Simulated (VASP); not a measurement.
In:

```
CELL_PARAMETERS angstrom
5.57505 0.00000 0.00000
-2.78753 4.82814 0.00000
0.00000 0.00000 3.41775
ATOMIC_POSITIONS crystal
In 0.00000 0.00000 0.00000
In 0.33333 0.66667 0.50000
In 0.66667 0.33333 0.50000
```

This isn't the form of In at room conditions, which is tetragonal.

| Property | Result |
| --- | --- |
| Program | VASP 6.6.1 |
| Task | relaxation of cell and atoms |
| Functional | PBEsol |
| Potentials or basis | VASP PAW PBE potentials, release 64 (In_d) |
| Cutoff | 500 eV |
| k mesh | 6 × 6 × 6 |
| Occupations | gaussian, width 0.1 eV |
| Spin | no spin polarisation |

At the start: pressure -4.7 GPa; volume 30.67 Å³/atom.

Q: Where does the relaxation end?

A: Over 5 steps the energy falls by 87.9 meV/atom and the volume is 25.78 Å³/atom (-15.9 %); space group P6/mmm (No. 191, to 0.1 Å) before and after.

Step by step:
```tsv
step	energy change (eV)	largest force (eV/Å)	pressure (GPa)	volume (Å³)
1	0.0000	0.0000	-4.70	92.00
2	-0.2458	0.0000	-1.50	80.52
3	-0.2617	0.0000	-0.04	77.59
4	-0.2618	0.0000	0.11	77.32
5	-0.2636	0.0000	0.12	77.33
```

Final structure:
```
In
1.0
     5.30129    0.00000    0.00000
    -2.65065    4.59105    0.00000
     0.00000    0.00000    3.17720
In
3
Cartesian
  5.3013 0.0000 3.1772
  0.0000 3.0607 1.5886
  2.6506 1.5304 1.5886
```

Caveat: the volume moved by over 15 % at a fixed basis, so the end points are rough; the PAW data sets were made with another functional, which shifts forces and pressure a little.
